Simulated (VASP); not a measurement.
# BN in VASP: further runs, part 2 of 2

VASP 6.6.1. The steps go on from the part before.

## 3. Single point, PBE, collinear spin, ferromagnetic start

This run uses another cell than the first one, of 6.40 Å³/atom.

The input, INCAR:

```
SYSTEM = BN
  ALGO = Normal
  EDIFF = 1E-6
  ENCUT = 600
  GGA = PE
  GGA_COMPAT = .False.
  ISIF = 2
  ISMEAR = 0
  ISPIN = 2
  LASPH = .True.
  LCHARG = .False.
  LORBIT = 11
  LREAL = .False.
  LWAVE = .False.
  MAGMOM = 1 1 3 1 3 1 2 1
  NBANDS = 30
  NELM = 200
  PREC = Accurate
  SIGMA = 0.05
```

The input, KPOINTS:

```
k-points
0
Gamma
  6 6 10
  0 0 0
```

The input, POSCAR:

```
BN
1.0
    4.4226829661      0.0000000000      0.0000000000
    0.0000000000      4.4226829661      0.0000000000
    0.0000000000      0.0000000000      2.6192963307
B N
4 4
Direct
    0.1742811368      0.8257188632      0.5000000000
    0.3257188632      0.3257188632      0.0000000000
    0.6742811368      0.6742811368      0.0000000000
    0.8257188632      0.1742811368      0.5000000000
    0.8126115048      0.8126115048      0.5000000000
    0.3126115048      0.6873884952      0.0000000000
    0.6873884952      0.3126115048      0.0000000000
    0.1873884952      0.1873884952      0.5000000000
```

Potentials or basis: VASP PAW PBE potentials, release 64 (B, N).

Run with:

```
cat potpaw_PBE.64/B/POTCAR potpaw_PBE.64/N/POTCAR > POTCAR
mpirun -np 1 vasp_std > vasp.out
```

OUTCAR:

```text
SYSTEM = BN
   EDIFF = 1E-6
   ENCUT = 600
   GGA = PE
   ISIF = 2
   ISMEAR = 0
   ISPIN = 2
   LASPH = .True.
   LORBIT = 11
   LREAL = .False.
   NELM = 200
   PREC = Accurate

 ion  position               nearest neighbor table
   1  0.174  0.826  0.500-   6 1.57   6 1.57   8 1.60   5 1.60
   2  0.326  0.326  0.000-   8 1.57   8 1.57   6 1.60   7 1.60
   3  0.674  0.674  0.000-   5 1.57   5 1.57   7 1.60   6 1.60
   4  0.826  0.174  0.500-   7 1.57   7 1.57   8 1.60   5 1.60
   5  0.813  0.813  0.500-   3 1.57   3 1.57   4 1.60   1 1.60
   6  0.313  0.687  0.000-   1 1.57   1 1.57   3 1.60   2 1.60
   7  0.687  0.313  0.000-   4 1.57   4 1.57   2 1.60   3 1.60
   8  0.187  0.187  0.500-   2 1.57   2 1.57   4 1.60   1 1.60

  LATTYP: Found a simple tetragonal cell.
 ALAT       =     4.4226829661
 C/A-ratio  =     0.5922414857

  Lattice vectors:

 A1 = (   4.4226829661,   0.0000000000,   0.0000000000)
 A2 = (   0.0000000000,   4.4226829661,   0.0000000000)
 A3 = (   0.0000000000,   0.0000000000,   2.6192963307)

Analysis of symmetry for initial positions (statically):
=====================================================================
 Subroutine PRICEL returns:
 Original cell was already a primitive cell.

 Routine SETGRP: Setting up the symmetry group for a
 simple tetragonal supercell.

 Subroutine GETGRP returns: Found 16 space group operations
 (whereof  8 operations were pure point group operations)
 out of a pool of 16 trial point group operations.

The static configuration has the point symmetry D_2h.
 The point group associated with its full space group is D_4h.

Analysis of symmetry for dynamics (positions and initial velocities):
=====================================================================
 Subroutine PRICEL returns:
 Original cell was already a primitive cell.

 Routine SETGRP: Setting up the symmetry group for a
 simple tetragonal supercell.

 Subroutine GETGRP returns: Found 16 space group operations
 (whereof  8 operations were pure point group operations)
 out of a pool of 16 trial point group operations.

The dynamic configuration has the point symmetry D_2h.
 The point group associated with its full space group is D_4h.

Analysis of structural, dynamic, and magnetic symmetry:
=====================================================================
 Subroutine PRICEL returns:
 Original cell was already a primitive cell.

 Routine SETGRP: Setting up the symmetry group for a
 simple tetragonal supercell.

 Subroutine GETGRP returns: Found  2 space group operations
 (whereof  2 operations were pure point group operations)
 out of a pool of 16 trial point group operations.

The overall configuration has the point symmetry C_1h.

 Subroutine INISYM returns: Found  2 space group operations
 (whereof  2 operations are pure point group operations),
 and found     1 'primitive' translations

----------------------------------------------------------------------------------------

                                     Primitive cell

  volume of cell :      51.2338

  direct lattice vectors                    reciprocal lattice vectors
     4.422682966  0.000000000  0.000000000     0.226107096  0.000000000  0.000000000
     0.000000000  4.422682966  0.000000000     0.000000000  0.226107096  0.000000000
     0.000000000  0.000000000  2.619296331     0.000000000  0.000000000  0.381781927

  length of vectors
     4.422682966  4.422682966  2.619296331     0.226107096  0.226107096  0.381781927

  position of ions in fractional coordinates (direct lattice)
     0.174281137  0.825718863  0.500000000
     0.325718863  0.325718863  0.000000000
[... 109 lines left out ...]
     AMIX_MAG =   1.60;   BMIX_MAG =  1.00
  volume/ion in A,a.u.               =       6.40        43.22
  Fermi-wavevector in a.u.,A,eV,Ry     =   1.399392  2.644468 26.644264  1.958298
  Thomas-Fermi vector in A             =   2.522456
   LORBIT       =     11    0 simple, 1 ext, 2 COOP (PROOUT), +10 PAW based schemes
   GGA     = PE    functional components
   LHFCALC =     F    Hartree Fock is set to
   AEXX    =    0.0000 exact exchange contribution
   IVDW    =     0    specifies the selected vdW correction
   LEPSILON=     F    determine dielectric tensor
   LRPA    =     F    only Hartree local field effects (RPA)
 spin polarized calculation
 Gauss-broadening in eV      SIGMA  =   0.05
  energy-cutoff  :      600.00
  volume of cell :       51.23
 maximum number of plane-waves:      1732
   NGX = 17   NGY = 17   NGZ = 11

 number of electron      32.0000002 magnetization       0.0001057

 number of electron      32.0000002 magnetization      -0.0000101

 Free energy of the ion-electron system (eV)
  ---------------------------------------------------
  ext. energy  EPLUGINS =         0.00000000
  ---------------------------------------------------
  free energy    TOTEN  =       -68.90027470 eV

  energy without entropy =      -68.90027470  energy(sigma->0) =      -68.90027470

 E-fermi :   6.8361     XC(G=0): -12.3229

 val. band max:        6.5753245981   @ k =   0.0000   0.0000   0.0000
 cond. band min:      11.3633812493   @ k =   0.0000   0.0000   0.3000
 fundamental gap:      4.7880566512
 Fermi energy:         6.8361234033

 spin component 1

 k-point     1 :       0.0000    0.0000    0.0000
  band No.  band energies     occupation
      1     -13.2179      1.00000
      2      -9.2120      1.00000
      3      -9.2120      1.00000
      4      -9.0526      1.00000
      5      -2.9338      1.00000
      6      -2.3291      1.00000
[... 733 lines left out ...]
     27      18.2679      0.00000
     28      20.5105      0.00000

 [... further k-points ...]

 spin component 2

 k-point     1 :       0.0000    0.0000    0.0000
  band No.  band energies     occupation
      1     -13.2179      1.00000
      2      -9.2120      1.00000
      3      -9.2120      1.00000
      4      -9.0526      1.00000
      5      -2.9338      1.00000
      6      -2.3291      1.00000
[... 733 lines left out ...]
     27      18.2679      0.00000
     28      20.5105      0.00000

 [... further k-points ...]

 [bands above 28 left out]

------------------------ aborting loop because EDIFF is reached ----------------------------------------

  FORCE on cell =-STRESS in cart. coord.  units (eV):
  Direction    XX          YY          ZZ          XY          YZ          ZX
  --------------------------------------------------------------------------------------
  -------------------------------------------------------------------------------------
  Total       -0.7090936     -0.7091155     -7.7540215      0.0000928      0.0000000      0.0000000
  in kB      -22.1747088    -22.1753925   -242.4830190      0.0029032      0.0000000      0.0000000
  external PRESSURE =     -95.6110401 kB  Pullay stress =       0.0000000 kB

 VOLUME and BASIS-vectors are now :
 -----------------------------------------------------------------------------
  energy-cutoff  :      600.00
  volume of cell :       51.23
      direct lattice vectors                 reciprocal lattice vectors
     4.422682966  0.000000000  0.000000000     0.226107096  0.000000000  0.000000000
     0.000000000  4.422682966  0.000000000     0.000000000  0.226107096  0.000000000
     0.000000000  0.000000000  2.619296331     0.000000000  0.000000000  0.381781927

 POSITION                                       TOTAL-FORCE (eV/Angst)
 -----------------------------------------------------------------------------------
      0.77079      3.65189      1.30965         0.029286     -0.029372      0.000000
      1.44055      1.44055      0.00000        -0.029295     -0.029309      0.000000
      2.98213      2.98213      0.00000         0.029358      0.029340      0.000000
      3.65189      0.77079      1.30965        -0.029380      0.029291      0.000000
      3.59392      3.59392      1.30965        -0.116653     -0.116659      0.000000
      1.38258      3.04010      0.00000        -0.116837      0.116742      0.000000
      3.04010      1.38258      0.00000         0.116723     -0.116816      0.000000
      0.82876      0.82876      1.30965         0.116798      0.116783      0.000000
 -----------------------------------------------------------------------------------
    total drift:                                0.000032      0.000056      0.000000

  FREE ENERGIE OF THE ION-ELECTRON SYSTEM (eV)
  ---------------------------------------------------
  free  energy   TOTEN  =       -68.9002746973 eV

  energy  without entropy=      -68.9002746973  energy(sigma->0) =      -68.90027470

 total charge

# of ion       s       p       d       tot
------------------------------------------
    1        0.662   1.292   0.000   1.955
    2        0.662   1.292   0.000   1.955
    3        0.662   1.292   0.000   1.955
    4        0.662   1.292   0.000   1.955
    5        1.210   2.720   0.000   3.930
    6        1.210   2.720   0.000   3.930
    7        1.210   2.720   0.000   3.930
    8        1.210   2.720   0.000   3.930
--------------------------------------------------
tot          7.488  16.050   0.000  23.538

 magnetization (x)

# of ion       s       p       d       tot
------------------------------------------
    1       -0.000  -0.000   0.000  -0.000
    2       -0.000  -0.000   0.000  -0.000
    3       -0.000  -0.000   0.000  -0.000
    4       -0.000   0.000   0.000   0.000
    5        0.000   0.000   0.000   0.000
    6       -0.000   0.000   0.000   0.000
    7        0.000   0.000   0.000   0.000
    8       -0.000   0.000   0.000   0.000
--------------------------------------------------
tot         -0.000   0.000   0.000   0.000
```

Run time: 9.6 min. Hardware: 1 thread of Oxide Virtual Turin-like, shared host; peak memory 0.37 GiB.

What came out:

| Item | Value |
| --- | --- |
| Free energy | -68.9003 eV |
| Pressure | -9.6 GPa |
| Largest force | 0.165 eV/Å |
| Band gap on the k mesh | 4.79 eV (least direct gap 5.81 eV) |
| Net moment | 0.00 μB per cell |
| Valence electrons inside the program's atomic spheres | B 1.96; N 3.93 |

Forces in eV/Å, atoms in the order of the input:
```
B    0.029 -0.029  0.000
B   -0.029 -0.029  0.000
B    0.029  0.029  0.000
B   -0.029  0.029  0.000
N   -0.117 -0.117  0.000
N   -0.117  0.117  0.000
N    0.117 -0.117  0.000
N    0.117  0.117  0.000
```

Caveat: the stress differs along the axes, from -24 to -2 GPa.
